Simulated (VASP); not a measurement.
# HfN (Fm-3m) in VASP: single point with r2SCAN

Aim: the single point of HfN with r2SCAN.

Everything below comes from runs of VASP 6.6.1. Logs are shortened: lines on timing, memory, paths and dates and some standing lists are left out, and cuts for length are marked.

### Step 1. The cell of the first run

Symmetry: Fm-3m, No. 225, cubic system. Conventional cell: a = 4.512 Å, b = 4.512 Å, c = 4.512 Å, α = 90.00°, β = 90.00°, γ = 90.00°. Hf (site symmetry m-3m) has 6 N at 2.26 Å within 3.0 Å. N (site symmetry m-3m) has 6 Hf at 2.26 Å within 3.0 Å.

### Step 2. Single point, r2SCAN

Contents of POSCAR:

```
HfN
1.0
    0.0000000000      2.2558601243      2.2558601243
    2.2558601243      0.0000000000      2.2558601243
    2.2558601243      2.2558601243      0.0000000000
Hf N
1 1
Direct
    0.0000000000      0.0000000000      0.0000000000
    0.5000000000      0.5000000000      0.5000000000
```

Contents of INCAR.step1:

```
ALGO     = Normal         # electronic algorithm
EDIFF    = 1E-5           # SCF threshold, eV
ENCUT    = 660            # plane-wave cutoff, eV
GGA      = PE             # functional
GGA_COMPAT= False        
ISMEAR   = 0              # smearing method
LASPH    = True           # aspherical terms in the spheres
LCHARG   = False          # write CHGCAR
LREAL    = False          # projectors in reciprocal space
LWAVE    = True           # write WAVECAR
NBANDS   = 14             # bands
NELM     = 120            # most SCF steps
PREC     = Accurate       # precision mode
SIGMA    = 0.1            # smearing width, eV
```

Contents of INCAR.step2:

```
ALGO     = Normal         # electronic algorithm
EDIFF    = 1E-6           # SCF threshold, eV
ENCUT    = 660            # plane-wave cutoff, eV
GGA_COMPAT= False        
ISIF     = 2              # what is computed and relaxed
ISMEAR   = 0              # smearing method
ISTART   = 1            
LASPH    = True           # aspherical terms in the spheres
LCHARG   = False          # write CHGCAR
LMIXTAU  = True         
LREAL    = False          # projectors in reciprocal space
LWAVE    = False          # write WAVECAR
METAGGA  = R2SCAN         # meta-GGA
NBANDS   = 14             # bands
NELM     = 120            # most SCF steps
PREC     = Accurate       # precision mode
SIGMA    = 0.1            # smearing width, eV
```

Contents of KPOINTS:

```
k-points
0
Gamma
  8 8 8
```

Potentials or basis: VASP PAW PBE potentials, release 64 (Hf_pv, N).

Launch:

```console
cat potpaw_PBE.64/Hf_pv/POTCAR potpaw_PBE.64/N/POTCAR > POTCAR
cp INCAR.step1 INCAR
mpirun -np 1 vasp_std > vasp.out
cp INCAR.step2 INCAR
mpirun -np 1 vasp_std > vasp.out
```

OUTCAR:

```text
EDIFF = 1E-6
   ENCUT = 660
   ISIF = 2
   ISMEAR = 0
   ISTART = 1
   LASPH = True
   LREAL = False
   METAGGA = R2SCAN
   NELM = 120
   PREC = Accurate

 ion  position               nearest neighbor table
   1  0.000  0.000  0.000-   2 2.26   2 2.26   2 2.26   2 2.26   2 2.26   2 2.26
   2  0.500  0.500  0.500-   1 2.26   1 2.26   1 2.26   1 2.26   1 2.26   1 2.26

  LATTYP: Found a face centered cubic cell.
 ALAT       =     4.5117202486

  Lattice vectors:

 A1 = (   0.0000000000,   2.2558601243,   2.2558601243)
 A2 = (   2.2558601243,   0.0000000000,   2.2558601243)
 A3 = (   2.2558601243,   2.2558601243,   0.0000000000)

Analysis of symmetry for initial positions (statically):
=====================================================================
 Subroutine PRICEL returns:
 Original cell was already a primitive cell.

 Routine SETGRP: Setting up the symmetry group for a
 face centered cubic supercell.

 Subroutine GETGRP returns: Found 48 space group operations
 (whereof 48 operations were pure point group operations)
 out of a pool of 48 trial point group operations.

The static configuration has the point symmetry O_h .

Analysis of symmetry for dynamics (positions and initial velocities):
=====================================================================
 Subroutine PRICEL returns:
 Original cell was already a primitive cell.

 Routine SETGRP: Setting up the symmetry group for a
 face centered cubic supercell.

 Subroutine GETGRP returns: Found 48 space group operations
 (whereof 48 operations were pure point group operations)
 out of a pool of 48 trial point group operations.

The dynamic configuration has the point symmetry O_h .

 Subroutine INISYM returns: Found 48 space group operations
 (whereof 48 operations are pure point group operations),
 and found     1 'primitive' translations

----------------------------------------------------------------------------------------

                                     Primitive cell

  volume of cell :      22.9597

  direct lattice vectors                    reciprocal lattice vectors
     0.000000000  2.255860124  2.255860124    -0.221644948  0.221644948  0.221644948
     2.255860124  0.000000000  2.255860124     0.221644948 -0.221644948  0.221644948
     2.255860124  2.255860124  0.000000000     0.221644948  0.221644948 -0.221644948

  length of vectors
     3.190267983  3.190267983  3.190267983     0.383900311  0.383900311  0.383900311

[... 83 lines left out ...]
   NSW    =      0    number of steps for IOM
   IBRION =     -1    ionic relax: 0-MD 1-quasi-New 2-CG
   NFREE  =      0    steps in history (QN), initial steepest desc. (CG)
   ISIF   =      2    stress and relaxation
   ISYM   =      2    0-nonsym 1-usesym 2-fastsym
   POTIM  = 0.5000    time-step for ionic-motion
   TEBEG  =    0.0;   TEEND  =   0.0 temperature during run
   PSTRESS=    0.0 pullay stress
   NELECT =      15.0000    total number of electrons
   NUPDOWN=      -1.0000    fix difference up-down
   EMIN   =  10.00;   EMAX   =-10.00  energy-range for DOS
   EFERMI =   0.00;   METHOD = LEGACY
   ISMEAR =     0;   SIGMA  =   0.10  broadening in eV -4-tet -1-fermi 0-gaus
   EFERMI_NEDOS =   21; number of points for ismear=-14 and -15
   IALGO  =     38    algorithm
   IMIX   =      4    mixing-type and parameters
     AMIX     =   0.40;   BMIX     =  1.00
     AMIX_MAG =   1.60;   BMIX_MAG =  1.00
  volume/ion in A,a.u.               =      11.48        77.47
  Fermi-wavevector in a.u.,A,eV,Ry     =   1.420528  2.684408 27.455188  2.017899
  Thomas-Fermi vector in A             =   2.541434
   LORBIT       =      0    0 simple, 1 ext, 2 COOP (PROOUT), +10 PAW based schemes
   METAGGA = R2SCAN    functional components
   LHFCALC =     F    Hartree Fock is set to
   AEXX    =    0.0000 exact exchange contribution
   IVDW    =     0    specifies the selected vdW correction
   LEPSILON=     F    determine dielectric tensor
   LRPA    =     F    only Hartree local field effects (RPA)
 non-spin polarized calculation
 Gauss-broadening in eV      SIGMA  =   0.10
  energy-cutoff  :      660.00
  volume of cell :       22.96
 maximum number of plane-waves:       905
   NGX = 13   NGY = 13   NGZ = 13

 number of electron      15.0000002 magnetization

 Free energy of the ion-electron system (eV)
  ---------------------------------------------------
  ext. energy  EPLUGINS =         0.00000000
  ---------------------------------------------------
  free energy    TOTEN  =       -58.22246381 eV

  energy without entropy =      -58.21877848  energy(sigma->0) =      -58.22062115

 E-fermi :   8.5675     XC(G=0): -13.5898

 val. band max:        8.5353083015   @ k =   0.1250   0.0000   0.0000
 cond. band min:       8.5783103802   @ k =   0.3750   0.1250   0.0000
 fundamental gap:      0.0430020787
 Fermi energy:         8.5674751626

 k-point     1 :       0.0000    0.0000    0.0000
  band No.  band energies     occupation
      1     -23.9628      2.00000
      2     -23.9628      2.00000
      3     -23.9628      2.00000
      4     -10.1518      2.00000
      5       5.1456      2.00000
      6       5.1456      2.00000
      7       5.1456      2.00000
      8       8.2285      2.00000
      9       8.2285      2.00000
     10       8.2285      2.00000
     11      10.5849      0.00000
     12      10.5849      0.00000
     13      10.6677      0.00000
     14      18.6019      0.00000
[... 377 lines left out ...]
      1     -24.7842      2.00000
      2     -24.2882      2.00000
      3     -24.1292      2.00000
      4      -7.9827      2.00000
      5       0.3681      2.00000
      6       2.3258      2.00000
      7       2.3926      2.00000
      8      10.2600      0.00000
      9      10.7073      0.00000
     10      13.0309      0.00000
     11      15.1280      0.00000
     12      16.5986      0.00000
     13      18.2639      0.00000
     14      19.5461      0.00000

 [... further k-points ...]
[... 5 lines left out ...]
  --------------------------------------------------------------------------------------
  -------------------------------------------------------------------------------------
  Total        0.0244918      0.0244918      0.0244918     -0.0000000      0.0000000      0.0000000
  in kB        1.7090873      1.7090873      1.7090873     -0.0000000      0.0000000      0.0000000
  external PRESSURE =       1.7090873 kB  Pullay stress =       0.0000000 kB

 VOLUME and BASIS-vectors are now :
 -----------------------------------------------------------------------------
  energy-cutoff  :      660.00
  volume of cell :       22.96
      direct lattice vectors                 reciprocal lattice vectors
     0.000000000  2.255860124  2.255860124    -0.221644948  0.221644948  0.221644948
     2.255860124  0.000000000  2.255860124     0.221644948 -0.221644948  0.221644948
     2.255860124  2.255860124  0.000000000     0.221644948  0.221644948 -0.221644948

 POSITION                                       TOTAL-FORCE (eV/Angst)
 -----------------------------------------------------------------------------------
      0.00000      0.00000      0.00000         0.000000      0.000000      0.000000
      2.25586      2.25586      2.25586        -0.000000     -0.000000     -0.000000
 -----------------------------------------------------------------------------------
    total drift:                                0.000000      0.000000      0.000000

  FREE ENERGIE OF THE ION-ELECTRON SYSTEM (eV)
  ---------------------------------------------------
  free  energy   TOTEN  =       -58.2224638059 eV

  energy  without entropy=      -58.2187784850  energy(sigma->0) =      -58.22062115
```

OSZICAR.step1:

```text
N       E                     dE             d eps       ncg     rms          rms(c)
DAV:   1     0.481696288525E+02    0.48170E+02   -0.90277E+03   812   0.123E+03
DAV:   2    -0.222706576103E+02   -0.70440E+02   -0.65820E+02  1056   0.281E+02
DAV:   3    -0.247496500507E+02   -0.24790E+01   -0.24466E+01   974   0.440E+01
DAV:   4    -0.247638147895E+02   -0.14165E-01   -0.14162E-01   946   0.348E+00
DAV:   5    -0.247639524156E+02   -0.13763E-03   -0.13763E-03   946   0.289E-01    0.495E+01
DAV:   6    -0.218392415746E+02    0.29247E+01   -0.82476E+00   956   0.238E+01    0.415E+01
DAV:   7    -0.217700000069E+02    0.69242E-01   -0.50241E-01   992   0.630E+00    0.268E+01
DAV:   8    -0.217505947582E+02    0.19405E-01   -0.11351E-01   956   0.310E+00    0.686E+00
DAV:   9    -0.217437019868E+02    0.68928E-02   -0.19843E-02   920   0.121E+00    0.207E+00
DAV:  10    -0.217435636536E+02    0.13833E-03   -0.12077E-03  1030   0.341E-01    0.330E-01
DAV:  11    -0.217435436217E+02    0.20032E-04   -0.72121E-05   974   0.857E-02    0.106E-01
DAV:  12    -0.217435413788E+02    0.22429E-05   -0.59596E-06   622   0.218E-02
   1 F= -.21743541E+02 E0= -.21741556E+02  d E =-.397039E-02
```

Wall time 57 s (1 thread of Intel Xeon Platinum 8259CL at 2.50GHz (Skylake/Cascade Lake), shared host); peak memory 0.17 GiB.

What came out:

```
Free energy : -58.2225 eV
Pressure    : 0.2 GPa
```

Caveat: the PAW data sets were made with another functional, which shifts forces and pressure a little; spin-orbit coupling is left out, which moves the levels of the heavy elements.
